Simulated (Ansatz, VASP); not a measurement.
**One calculation of Cu, two programs**

```
CELL_PARAMETERS angstrom
-1.14499 1.14499 1.14499
1.14499 -1.14499 1.14499
1.14499 1.14499 -1.14499
ATOMIC_POSITIONS crystal
Cu 0.00000 0.00000 0.00000
```

Change from the starting cell: volume scaled by 0.5, PAW files.

Alike in both runs: task single point; functional PBE; k mesh 18 × 18 × 18; occupations fermi-dirac, width 0.1 eV; no spin polarisation.

```csv
,VASP,Ansatz
version,VASP 6.6.1,Ansatz 0.2.0
potentials or method,"VASP PAW PBE potentials, release 64 (Cu)","PAW with Ansatz's default frozen-core files, scalar-relativistic"
plane-wave cutoff (eV),520,420
valence electrons in the cell,11,19
```

VASP gave:

* pressure (GPa): 537.6

**Question.** Estimate Ansatz's values.

**Answer.** Pressure (GPa): 530.5.

Both programs put the cell under a high pressure, so it lies far from rest at this level. VASP's potentials hold 11 valence electrons a cell and Ansatz's 19, so a difference there can come from the potentials and not from the codes.

Noted on VASP's run: the cell as given lies far from equilibrium.
